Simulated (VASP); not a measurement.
# SiC (Pbam) in VASP: notebook

The runs below take SiC through single point, with PBE.

All numbers are computed with VASP 6.6.1; they aren't measurements. Logs are shortened: lines on timing, memory, paths and dates and some standing lists are left out, and cuts for length are marked.

## Step 1: The cell of the first run

It takes space group Pbam (No. 55, orthorhombic). The conventional cell has a = 5.568 Å, b = 7.679 Å, c = 2.675 Å, α = 90.00°, β = 90.00°, γ = 90.00°. Within 2.5 Å of Si (site symmetry m) lie 4 C at 1.82 to 1.83 Å and 1 Si at 2.49 Å. Within 2.4 Å of Si (site symmetry 2/m) lie 4 C at 1.83 Å. Within 2.5 Å of C (site symmetry m) lie 4 Si at 1.82 to 1.83 Å and 1 C at 2.49 Å. C (site symmetry 2/m) has 4 Si at 1.83 Å within 2.4 Å.

The cell was built from a structure type or drawn by symmetry, and may not be a known phase.

## Step 2: Single point, PBE

INCAR reads:

```
PREC = Accurate
ENCUT = 520
EDIFF = 1E-7
ISMEAR = 0
SIGMA = 0.1
LREAL = False
LASPH = True
NELM = 60
ALGO = Normal
ISIF = 2
LWAVE = False
LCHARG = False
GGA = PE
NBANDS = 36
```

KPOINTS reads:

```
regular mesh
0
Gamma
  4 2 6
```

POSCAR reads:

```
SiC
1.0
    5.5676507500      0.0000000000      0.0000000000
    0.0000000000      7.6788049700      0.0000000000
    0.0000000000      0.0000000000      2.6754632100
Si C
6 6
Direct
    0.5869124700      0.6490596900      0.5000000000
    0.4130875300      0.3509403100      0.5000000000
    0.0000000000      0.5000000000      0.0000000000
    0.0869124700      0.8509403100      0.5000000000
    0.9130875300      0.1490596900      0.5000000000
    0.5000000000      0.0000000000      0.0000000000
    0.0869124700      0.3509403100      0.5000000000
    0.9130875300      0.6490596900      0.5000000000
    0.5000000000      0.5000000000      0.0000000000
    0.5869124700      0.1490596900      0.5000000000
    0.4130875300      0.8509403100      0.5000000000
    0.0000000000      0.0000000000      0.0000000000
```

Potentials or basis: VASP PAW PBE potentials, release 64 (Si, C).

The run is started by

```bash
$ cat potpaw_PBE.64/Si/POTCAR potpaw_PBE.64/C/POTCAR > POTCAR
$ mpirun -np 1 vasp_std > vasp.out
```

OUTCAR:

```text
PREC = Accurate
   ENCUT = 520
   EDIFF = 1E-7
   ISMEAR = 0
   LREAL = False
   LASPH = True
   NELM = 60
   ISIF = 2
   GGA = PE

 ion  position               nearest neighbor table
   1  0.587  0.649  0.500-   8 1.82   9 1.83   9 1.83  11 1.83   2 2.49   3 2.90   3 2.90   6 3.05
                             6 3.05
   2  0.413  0.351  0.500-   7 1.82   9 1.83   9 1.83  10 1.83   1 2.49   3 2.90   3 2.90   6 3.05
                             6 3.05
   3  0.000  0.500  0.000-   7 1.83   8 1.83   7 1.83   8 1.83   1 2.90   2 2.90   1 2.90   2 2.90
                             4 3.05   5 3.05   4 3.05   5 3.05
   4  0.087  0.851  0.500-  11 1.82  12 1.83  12 1.83   8 1.83   5 2.49   6 2.90   6 2.90   3 3.05
                             3 3.05
   5  0.913  0.149  0.500-  10 1.82  12 1.83  12 1.83   7 1.83   4 2.49   6 2.90   6 2.90   3 3.05
                             3 3.05
   6  0.500  0.000  0.000-  10 1.83  11 1.83  10 1.83  11 1.83   4 2.90   5 2.90   4 2.90   5 2.90
                             1 3.05   2 3.05   1 3.05   2 3.05
   7  0.087  0.351  0.500-   2 1.82   3 1.83   3 1.83   5 1.83
   8  0.913  0.649  0.500-   1 1.82   3 1.83   3 1.83   4 1.83
   9  0.500  0.500  0.000-   1 1.83   2 1.83   1 1.83   2 1.83
  10  0.587  0.149  0.500-   5 1.82   6 1.83   6 1.83   2 1.83
  11  0.413  0.851  0.500-   4 1.82   6 1.83   6 1.83   1 1.83
  12  0.000  0.000  0.000-   4 1.83   5 1.83   4 1.83   5 1.83

  LATTYP: Found a simple orthorhombic cell.
 ALAT       =     2.6754632100
 B/A-ratio  =     2.0810044142
 C/A-ratio  =     2.8700843059

  Lattice vectors:

 A1 = (   0.0000000000,   0.0000000000,   2.6754632100)
 A2 = (   5.5676507500,   0.0000000000,   0.0000000000)
 A3 = (   0.0000000000,   7.6788049700,   0.0000000000)

Analysis of symmetry for initial positions (statically):
=====================================================================
 Subroutine PRICEL returns:
 Original cell was already a primitive cell.

 Routine SETGRP: Setting up the symmetry group for a
 simple orthorhombic supercell.

 Subroutine GETGRP returns: Found  8 space group operations
 (whereof  4 operations were pure point group operations)
 out of a pool of  8 trial point group operations.

The static configuration has the point symmetry C_2h.
 The point group associated with its full space group is D_2h.

Analysis of symmetry for dynamics (positions and initial velocities):
=====================================================================
 Subroutine PRICEL returns:
 Original cell was already a primitive cell.

 Routine SETGRP: Setting up the symmetry group for a
 simple orthorhombic supercell.

 Subroutine GETGRP returns: Found  8 space group operations
 (whereof  4 operations were pure point group operations)
 out of a pool of  8 trial point group operations.

The dynamic configuration has the point symmetry C_2h.
 The point group associated with its full space group is D_2h.

 Subroutine INISYM returns: Found  8 space group operations
 (whereof  4 operations are pure point group operations),
 and found     1 'primitive' translations

----------------------------------------------------------------------------------------

                                     Primitive cell

  volume of cell :     114.3838

  direct lattice vectors                    reciprocal lattice vectors
     5.567650750  0.000000000  0.000000000     0.179608967  0.000000000  0.000000000
     0.000000000  7.678804970  0.000000000     0.000000000  0.130228597  0.000000000
     0.000000000  0.000000000  2.675463210     0.000000000  0.000000000  0.373767053

  length of vectors
     5.567650750  7.678804970  2.675463210     0.179608967  0.130228597  0.373767053

  position of ions in fractional coordinates (direct lattice)
     0.586912470  0.649059690  0.500000000
     0.413087530  0.350940310  0.500000000
     0.000000000  0.500000000  0.000000000
     0.086912470  0.850940310  0.500000000
     0.913087530  0.149059690  0.500000000
     0.500000000  0.000000000  0.000000000
     0.086912470  0.350940310  0.500000000
     0.913087530  0.649059690  0.500000000
     0.500000000  0.500000000  0.000000000
     0.586912470  0.149059690  0.500000000
     0.413087530  0.850940310  0.500000000
     0.000000000  0.000000000  0.000000000

  ion indices of the primitive-cell ions
   primitive index   ion index
                 1           1
                 2           2
                 3           3
                 4           4
                 5           5
                 6           6
                 7           7
                 8           8
                 9           9
                10          10
                11          11
                12          12

----------------------------------------------------------------------------------------

 KPOINTS: regular mesh

Automatic generation of k-mesh.
 Grid dimensions read from file:
 generate k-points for:    4    2    6

 Generating k-lattice:

  Cartesian coordinates                     Fractional coordinates (reciprocal lattice)
     0.044902242  0.000000000  0.000000000     0.250000000  0.000000000  0.000000000
     0.000000000  0.065114299  0.000000000     0.000000000  0.500000000  0.000000000
     0.000000000  0.000000000  0.062294509     0.000000000  0.000000000  0.166666667

  Length of vectors
     0.044902242  0.065114299  0.062294509

  Shift w.r.t. Gamma in fractional coordinates (k-lattice)
     0.000000000  0.000000000  0.000000000

 Subroutine IBZKPT returns following result:
 ===========================================

 Found     24 irreducible k-points:

 Following reciprocal coordinates:
            Coordinates               Weight
  0.000000  0.000000  0.000000      1.000000
  0.250000  0.000000  0.000000      2.000000
  0.500000  0.000000  0.000000      1.000000
  0.000000  0.500000  0.000000      1.000000
  0.250000  0.500000  0.000000      2.000000
  0.500000  0.500000  0.000000      1.000000
[... 16 lines left out ...]
  0.250000  0.500000  0.500000      2.000000
  0.500000  0.500000  0.500000      1.000000
   k-points           NKPTS =     24   k-points in BZ     NKDIM =     24   number of bands    NBANDS=     36
   number of dos      NEDOS =    301   number of ions     NIONS =     12
   total plane-waves  NPLWV =  50400
   dimension x,y,z NGX =    42 NGY =   60 NGZ =   20
   dimension x,y,z NGXF=    84 NGYF=  120 NGZF=   40
   ions per type =               6   6
   NGX,Y,Z   is equivalent  to a cutoff of  12.54, 12.99, 12.43 a.u.
   NGXF,Y,Z  is equivalent  to a cutoff of  25.08, 25.98, 24.85 a.u.
 SYSTEM =  unknown system
   PREC   = accura    normal or accurate (medium, high low for compatibility)
   ISTART =      0    job   : 0-new  1-cont  2-samecut
   ICHARG =      2    charge: 1-file 2-atom 10-const
   ISPIN  =      1    spin polarized calculation?
   LNONCOLLINEAR =      F non collinear calculations
   LSORBIT =      F    spin-orbit coupling
   LASPH  =      T    aspherical Exc in radial PAW
   ENCUT  =  520.0 eV  38.22 Ry    6.18 a.u.  10.35 14.28  4.97*2*pi/ulx,y,z
   NELM   =     60;   NELMIN=  2; NELMDL= -5     # of ELM steps
   EDIFF  = 0.1E-06   stopping-criterion for ELM
   LREAL  =      F    real-space projection
   EDIFFG = 0.1E-05   stopping-criterion for IOM
   NSW    =      0    number of steps for IOM
   IBRION =     -1    ionic relax: 0-MD 1-quasi-New 2-CG
   NFREE  =      0    steps in history (QN), initial steepest desc. (CG)
   ISIF   =      2    stress and relaxation
   ISYM   =      2    0-nonsym 1-usesym 2-fastsym
   POTIM  = 0.5000    time-step for ionic-motion
   TEBEG  =    0.0;   TEEND  =   0.0 temperature during run
   PSTRESS=    0.0 pullay stress
   NELECT =      48.0000    total number of electrons
   NUPDOWN=      -1.0000    fix difference up-down
   EMIN   =  10.00;   EMAX   =-10.00  energy-range for DOS
   EFERMI =   0.00;   METHOD = LEGACY
   ISMEAR =     0;   SIGMA  =   0.10  broadening in eV -4-tet -1-fermi 0-gaus
   EFERMI_NEDOS =   21; number of points for ismear=-14 and -15
   IALGO  =     38    algorithm
   IMIX   =      4    mixing-type and parameters
     AMIX     =   0.40;   BMIX     =  1.00
     AMIX_MAG =   1.60;   BMIX_MAG =  1.00
  volume/ion in A,a.u.               =       9.53        64.33
  Fermi-wavevector in a.u.,A,eV,Ry     =   1.225652  2.316146 20.438970  1.502222
  Thomas-Fermi vector in A             =   2.360682
   LORBIT       =      0    0 simple, 1 ext, 2 COOP (PROOUT), +10 PAW based schemes
   GGA     = PE    functional components
   LHFCALC =     F    Hartree Fock is set to
   AEXX    =    0.0000 exact exchange contribution
   IVDW    =     0    specifies the selected vdW correction
   LEPSILON=     F    determine dielectric tensor
   LRPA    =     F    only Hartree local field effects (RPA)
 non-spin polarized calculation
 Gauss-broadening in eV      SIGMA  =   0.10
  energy-cutoff  :      520.00
  volume of cell :      114.38
 maximum number of plane-waves:      3112
 NGX is ok and might be reduce to    42
   NGX = 21   NGY = 29   NGZ =  9

 number of electron      48.0000001 magnetization

 Free energy of the ion-electron system (eV)
  ---------------------------------------------------
  ext. energy  EPLUGINS =         0.00000000
  ---------------------------------------------------
  free energy    TOTEN  =       -80.28624820 eV

  energy without entropy =      -80.27520768  energy(sigma->0) =      -80.28072794

 E-fermi :  10.6711     XC(G=0): -11.6886

 val. band max:       10.6252853481   @ k =   0.2500   0.5000   0.0000
 cond. band min:      10.6953206543   @ k =   0.5000   0.5000   0.0000
 fundamental gap:      0.0700353063
 Fermi energy:        10.6710705561

 k-point     1 :       0.0000    0.0000    0.0000
  band No.  band energies     occupation
      1      -7.4653      2.00000
      2      -6.1299      2.00000
      3      -4.7728      2.00000
      4      -4.6967      2.00000
      5      -3.6551      2.00000
      6      -2.6889      2.00000
[... 28 lines left out ...]
     35      17.8328      0.00000
     36      18.0528      0.00000
[... 866 lines left out ...]
      6      -2.0312      2.00000
[... 28 lines left out ...]
     35      15.6032      0.00000
     36      15.6037      0.00000

------------------------ aborting loop because EDIFF is reached ----------------------------------------

  FORCE on cell =-STRESS in cart. coord.  units (eV):
  Direction    XX          YY          ZZ          XY          YZ          ZX
  --------------------------------------------------------------------------------------
  -------------------------------------------------------------------------------------
  Total        4.4446549     20.1554620     47.1595491      0.0000000      0.0000000      0.0000000
  in kB       62.2564022    282.3181076    660.5650947      0.0000000      0.0000000      0.0000000
  external PRESSURE =     335.0465348 kB  Pullay stress =       0.0000000 kB

 VOLUME and BASIS-vectors are now :
 -----------------------------------------------------------------------------
  energy-cutoff  :      520.00
  volume of cell :      114.38
      direct lattice vectors                 reciprocal lattice vectors
     5.567650750  0.000000000  0.000000000     0.179608967  0.000000000  0.000000000
     0.000000000  7.678804970  0.000000000     0.000000000  0.130228597  0.000000000
     0.000000000  0.000000000  2.675463210     0.000000000  0.000000000  0.373767053

 POSITION                                       TOTAL-FORCE (eV/Angst)
 -----------------------------------------------------------------------------------
      3.26772      4.98400      1.33773        -0.389506      0.269759     -0.000000
      2.29993      2.69480      1.33773         0.389506     -0.269759      0.000000
      0.00000      3.83940      0.00000         0.000000      0.000000      0.000000
      0.48390      6.53420      1.33773        -0.389506     -0.269759      0.000000
      5.08375      1.14460      1.33773         0.389506      0.269759     -0.000000
      2.78383      0.00000      0.00000         0.000000      0.000000      0.000000
      0.48390      2.69480      1.33773        -0.319095     -2.189888      0.000000
      5.08375      4.98400      1.33773         0.319095      2.189888      0.000000
      2.78383      3.83940      0.00000         0.000000      0.000000      0.000000
      3.26772      1.14460      1.33773        -0.319095      2.189888      0.000000
      2.29993      6.53420      1.33773         0.319095     -2.189888      0.000000
      0.00000      0.00000      0.00000         0.000000      0.000000      0.000000
 -----------------------------------------------------------------------------------
    total drift:                                0.000000     -0.000000      0.000000

  FREE ENERGIE OF THE ION-ELECTRON SYSTEM (eV)
  ---------------------------------------------------
  free  energy   TOTEN  =       -80.2862481963 eV

  energy  without entropy=      -80.2752076774  energy(sigma->0) =      -80.28072794
```

Run time: 65 s. Hardware: 1 thread of Intel Xeon 6975P-C (Granite Rapids), shared host; peak memory 0.24 GiB.

What came out:

```yaml
Free_energy: -80.2862 eV
Pressure: 33.5 GPa
Largest_force: 2.213 eV/Å
Band_gap_on_the_k_mesh: zero (bands 24 and 25 overlap by 0.58 eV)
```

Forces on the atoms (eV/Å):
```
Si  -0.390  0.270  0.000
Si   0.390 -0.270  0.000
Si   0.000  0.000  0.000
Si  -0.390 -0.270  0.000
Si   0.390  0.270  0.000
Si   0.000  0.000  0.000
C   -0.319 -2.190  0.000
C    0.319  2.190  0.000
C    0.000  0.000  0.000
C   -0.319  2.190  0.000
C    0.319 -2.190  0.000
C    0.000  0.000  0.000
```

Stress tensor (GPa, compression positive):
```
 6.23  0.00  0.00
 0.00 28.23  0.00
 0.00  0.00 66.06
```

Levels at points of the mesh, in eV from the Fermi level:
| k point | band 20 | band 21 | band 22 | band 23 | band 24 | band 25 | band 26 | band 27 | band 28 | band 29 |
| --- | --- | --- | --- | --- | --- | --- | --- | --- | --- | --- |
| (0.00, 0.00, 0.00) | -1.48 | -1.20 | -1.07 | -0.53 | 0.07 | 2.22 | 2.28 | 2.33 | 2.89 | 3.60 |
| (0.50, 0.00, 0.00) | -1.49 | -1.43 | -1.43 | -0.07 | -0.07 | 0.60 | 0.60 | 3.71 | 3.71 | 3.99 |
| (0.00, 0.50, 0.00) | -2.33 | -1.21 | -1.21 | -0.13 | -0.13 | 1.82 | 1.82 | 2.94 | 2.94 | 3.75 |
| (0.50, 0.50, 0.00) | -2.94 | -1.52 | -1.52 | -0.17 | -0.17 | 0.02 | 0.02 | 3.90 | 3.90 | 4.22 |
| (0.00, 0.00, 0.50) | -3.76 | -3.42 | -2.90 | -2.72 | -2.34 | -0.52 | 0.10 | 2.11 | 2.40 | 2.77 |
| (0.50, 0.00, 0.50) | -4.70 | -2.31 | -2.31 | -2.06 | -2.06 | 0.13 | 0.13 | 1.32 | 1.32 | 2.51 |
| (0.00, 0.50, 0.50) | -4.41 | -3.74 | -3.74 | -1.69 | -1.69 | 0.62 | 0.62 | 2.84 | 2.84 | 3.20 |
| (0.50, 0.50, 0.50) | -4.71 | -2.07 | -2.07 | -1.83 | -1.83 | -0.26 | -0.26 | 2.40 | 2.40 | 3.19 |

Caveat: the k points lie up to 0.41 Å⁻¹ apart, too coarse for converged energies and pressures of a metal; semilocal functionals underestimate gaps, so a narrow gap can read as zero; forces of over 1 eV/Å act on the atoms, so gaps and moduli don't describe the material at rest.

## Step 3: Single point, PBE

This run uses another cell than the first one, of 10.46 Å³/atom.

INCAR reads:

```
SYSTEM = SiC
PREC = Accurate
ENCUT = 520
EDIFF = 1E-6
ISMEAR = 0
SIGMA = 0.1
LREAL = .FALSE.
LASPH = .TRUE.
NELM = 60
ALGO = Normal
ISIF = 2
LWAVE = .FALSE.
LCHARG = .TRUE.
GGA = PE
LELF = .TRUE.
LVHAR = .TRUE.
NBANDS = 36
```

KPOINTS reads:

```
Automatic mesh
0
G
  4 2 6
  0 0 0
```

POSCAR reads:

```
SiC
1.0
    5.2172830588      0.0000000000      0.0000000000
    0.0000000000      8.2028329044      0.0000000000
    0.0000000000      0.0000000000      2.9341782804
Si C
6 6
Direct
    0.5908878194      0.6449467063      0.5000000000
    0.4091121806      0.3550532937      0.5000000000
    0.0000000000      0.5000000000      0.0000000000
    0.0908878194      0.8550532937      0.5000000000
    0.9091121806      0.1449467063      0.5000000000
    0.5000000000      0.0000000000      0.0000000000
    0.0550471673      0.3463598526      0.5000000000
    0.9449528327      0.6536401474      0.5000000000
    0.5000000000      0.5000000000      0.0000000000
    0.5550471673      0.1536401474      0.5000000000
    0.4449528327      0.8463598526      0.5000000000
    0.0000000000      0.0000000000      0.0000000000
```

Potentials or basis: VASP PAW PBE potentials, release 64 (Si, C).

The run is started by

```bash
$ cat potpaw_PBE.64/Si/POTCAR potpaw_PBE.64/C/POTCAR > POTCAR
$ mpirun -np 1 vasp_std > vasp.out
```

Wall time 67 s (1 thread of Intel Xeon 6975P-C (Granite Rapids), shared host); peak memory 0.26 GiB.

The run converged. Its results:

* Free energy: -83.3439 eV
* Pressure: 0.0 GPa
* Largest force: 0.011 eV/Å
* Band gap on the k mesh: zero (bands 24 and 25 overlap by 0.26 eV)

Forces on the atoms (eV/Å):
```
Si  -0.001 -0.011  0.000
Si   0.001  0.011  0.000
Si   0.000  0.000  0.000
Si  -0.001  0.011  0.000
Si   0.001 -0.011  0.000
Si   0.000  0.000  0.000
C    0.001 -0.005  0.000
C   -0.001  0.005  0.000
C    0.000  0.000  0.000
C    0.001  0.005  0.000
C   -0.001 -0.005  0.000
C    0.000  0.000  0.000
```

Levels at points of the mesh, in eV from the Fermi level:
```tsv
k point	band 20	band 21	band 22	band 23	band 24	band 25	band 26	band 27	band 28	band 29
(0.00, 0.00, 0.00)	-1.42	-1.30	-1.02	-0.73	0.00	1.86	2.25	3.83	3.99	4.27
(0.50, 0.00, 0.00)	-1.87	-1.27	-1.27	-0.34	-0.34	1.68	1.68	2.76	2.76	4.02
(0.00, 0.50, 0.00)	-1.45	-1.18	-1.18	-0.38	-0.38	2.17	2.17	4.06	4.06	4.61
(0.50, 0.50, 0.00)	-2.53	-1.97	-1.97	-0.21	-0.21	1.20	1.20	2.83	2.83	4.26
(0.00, 0.00, 0.50)	-3.07	-3.05	-2.88	-2.22	-1.90	-0.25	0.86	2.40	2.86	3.07
(0.50, 0.00, 0.50)	-3.42	-1.66	-1.66	-1.62	-1.62	0.93	0.93	1.83	1.83	2.51
(0.00, 0.50, 0.50)	-3.60	-3.52	-3.52	-1.37	-1.37	1.35	1.35	1.98	1.98	3.07
(0.50, 0.50, 0.50)	-3.48	-1.50	-1.50	-1.33	-1.33	1.03	1.03	2.22	2.22	2.82
```

Caveat: the k points lie up to 0.38 Å⁻¹ apart; semilocal functionals underestimate gaps, so a narrow gap can read as zero.
